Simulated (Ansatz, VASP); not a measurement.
Mg4CdS3: VASP beside Ansatz

INCAR

```
SYSTEM = Mg4CdS3
ALGO = Normal ; EDIFF = 1E-7
EDIFFG = -0.001 ; ENCUT = 600
GGA = PE ; GGA_COMPAT = .FALSE.
IBRION = 2 ; ISIF = 3
ISMEAR = 0 ; LASPH = .TRUE.
LCHARG = .FALSE. ; LREAL = .FALSE.
LWAVE = .FALSE. ; NELM = 120
NELMIN = 4 ; NSW = 80
PREC = Accurate ; SIGMA = 0.1
```

KPOINTS

```
k-points
0
G
  12 12 4
  0 0 0
```

The input POSCAR:

```
Mg4CdS3
1.0
    3.6291906607      0.0000000000      0.0000000000
   -1.8145953304      3.1429713073      0.0000000000
    0.0000000000      0.0000000000     13.9112186225
Mg Cd S
4 1 3
Direct
    0.3333333333      0.6666666667      0.6091236499
    0.6666666667      0.3333333333      0.3908763501
    0.6666666667      0.3333333333      0.1665279906
    0.3333333333      0.6666666667      0.8334720094
    0.0000000000      0.0000000000      0.0000000000
    0.6666666667      0.3333333333      0.7213090520
    0.3333333333      0.6666666667      0.2786909480
    0.0000000000      0.0000000000      0.5000000000
```

Input for Ansatz:

```yaml
crystal:
  lattice:
    - [3.6291906607, 0.0, 0.0]
    - [-1.8145953304, 3.1429713073, 0.0]
    - [0.0, 0.0, 13.9112186225]
  atoms:
    - { symbol: Mg, position: [0.3333333333, 0.6666666667, 0.6091236499] }
    - { symbol: Mg, position: [0.6666666667, 0.3333333333, 0.3908763501] }
    - { symbol: Mg, position: [0.6666666667, 0.3333333333, 0.1665279906] }
    - { symbol: Mg, position: [0.3333333333, 0.6666666667, 0.8334720094] }
    - { symbol: Cd, position: [0.0, 0.0, 0.0] }
    - { symbol: S, position: [0.6666666667, 0.3333333333, 0.721309052] }
    - { symbol: S, position: [0.3333333333, 0.6666666667, 0.278690948] }
    - { symbol: S, position: [0.0, 0.0, 0.5] }
basis:
  ecutwfc: 420
kpoints:
  mp_grid: { grid: [12, 12, 4] }
hamiltonian:
  xc: pbe
scf:
  occupations: { method: gaussian, width: 0.1 }
output:
  forces: true
  stress: true
  eigenvalues: true
relax:
  adjacent_minimum: "off"
  f_tol: 0.001
  max_steps: 60
  cell: { stress_tol: 0.01 }
```

Alike in both runs: task relaxation of cell and atoms; functional PBE; k mesh 12 × 12 × 4; occupations gaussian, width 0.1 eV; no spin polarisation.

|  | VASP | Ansatz |
| --- | --- | --- |
| version | VASP 6.6.1 | Ansatz 0.2.0 |
| potentials or method | VASP PAW PBE potentials, release 64 (Mg, Cd, S), cutoff 600 eV | scalar-relativistic, plane waves, PAW |
| valence electrons in the cell | 38 | 78 |

|  | VASP | Ansatz | Ansatz less VASP |
| --- | --- | --- | --- |
| gap on the k mesh at the Fermi level, each at its own relaxed structure (eV) | none | none | - |
| relaxed volume (Å³/atom) | 19.77 | 19.83 | +0.064 |
| relaxed cell length with the largest relative difference (Å) | 3.625 | 3.629 | +0.0040 |

A gap of «none» marks a metal or a gap that the smearing closes. VASP's potentials hold 38 valence electrons a cell and Ansatz's 78, so a difference there can come from the potentials and not from the codes.
